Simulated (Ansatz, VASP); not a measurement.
**One calculation of WC, two programs**

Contents of POSCAR:

```
WC
1.0
    2.9257489053      0.0000000000      0.0000000000
   -1.4628744527      2.5337728771      0.0000000000
    0.0000000000      0.0000000000      2.8553859779
W C
1 1
Direct
    0.0000000000      0.0000000000      0.0000000000
    0.6666666667      0.3333333333      0.5000000000
```

File INCAR.step1:

```
SYSTEM = WC
PREC     = Accurate       ! precision mode
ENCUT    = 520            ! plane-wave cutoff, eV
ISMEAR   = -1             ! smearing method
SIGMA    = 0.05           ! smearing width, eV
LREAL    = .False.        ! projectors in reciprocal space
LASPH    = .True.         ! aspherical terms in the spheres
NELM     = 80             ! most SCF steps
NBANDS   = 16             ! bands
GGA      = PE             ! functional
ALGO     = Normal         ! electronic algorithm
EDIFF    = 1E-4           ! SCF threshold, eV
LWAVE    = .True.         ! write WAVECAR
LCHARG   = .False.        ! write CHGCAR
```

The input INCAR.step2:

```
SYSTEM = WC
PREC     = Accurate       ! precision mode
ENCUT    = 520            ! plane-wave cutoff, eV
EDIFF    = 1E-6           ! SCF threshold, eV
ISMEAR   = -1             ! smearing method
SIGMA    = 0.05           ! smearing width, eV
LREAL    = .False.        ! projectors in reciprocal space
LASPH    = .True.         ! aspherical terms in the spheres
NELM     = 80             ! most SCF steps
ALGO     = Normal         ! electronic algorithm
ISIF     = 2              ! what is computed and relaxed
LWAVE    = .False.        ! write WAVECAR
LCHARG   = .False.        ! write CHGCAR
METAGGA  = R2SCAN         ! meta-GGA
LMIXTAU  = .True.       
LUSE_VDW = .True.       
IVDW_NL  = 2            
BPARAM   = 11.95        
CPARAM   = 0.0093       
NBANDS   = 16             ! bands
ISTART   = 1
```

Contents of KPOINTS:

```
regular mesh
0
Gamma
  10 10 9
  0 0 0
```

Contents of input.yaml:

```yaml
crystal:
  lattice:
    - [2.9257489053, 0.0, 0.0]
    - [-1.4628744527, 2.5337728771, 0.0]
    - [0.0, 0.0, 2.8553859779]
  atoms:
    - { symbol: W, position: [0.0, 0.0, 0.0] }
    - { symbol: C, position: [0.6666666667, 0.3333333333, 0.5] }
hamiltonian:
  xc: r2scan
  pseudopotentials: { kind: paw }
  dispersion: rvv10
kpoints:
  mp_grid: { grid: [10, 10, 9] }
scf:
  occupations: { method: fermi_dirac, width: 0.05 }
output:
  forces: true
  stress: true
  eigenvalues: true
  write_density: true
  write_potential: true
  elf: true
  volumetric_format: npy
```

Alike in both runs: task single point; functional r2SCAN; dispersion rVV10; k mesh 10 × 10 × 9; occupations fermi-dirac, width 0.05 eV; no spin polarisation.

```csv
,VASP,Ansatz
version,VASP 6.6.1,Ansatz 0.2.0
potentials or method,"VASP PAW PBE potentials, release 64 (W_sv, C)",Ansatz PAW
plane-wave cutoff (eV),520,500
valence electrons in the cell,18,18
```

```tsv
	VASP	Ansatz	Ansatz less VASP
gap on the k mesh at the Fermi level (eV)	none	none	-
pressure (GPa)	-6.1	-8.4	-2.29
traceless stress, the component that is largest in VASP (GPa)	-1.75	-1.94	-0.191
```

VASP's potentials were made for PBE, not for r2SCAN. A gap of «none» marks a metal or a gap that the smearing closes.

Neither program's run includes spin-orbit coupling.
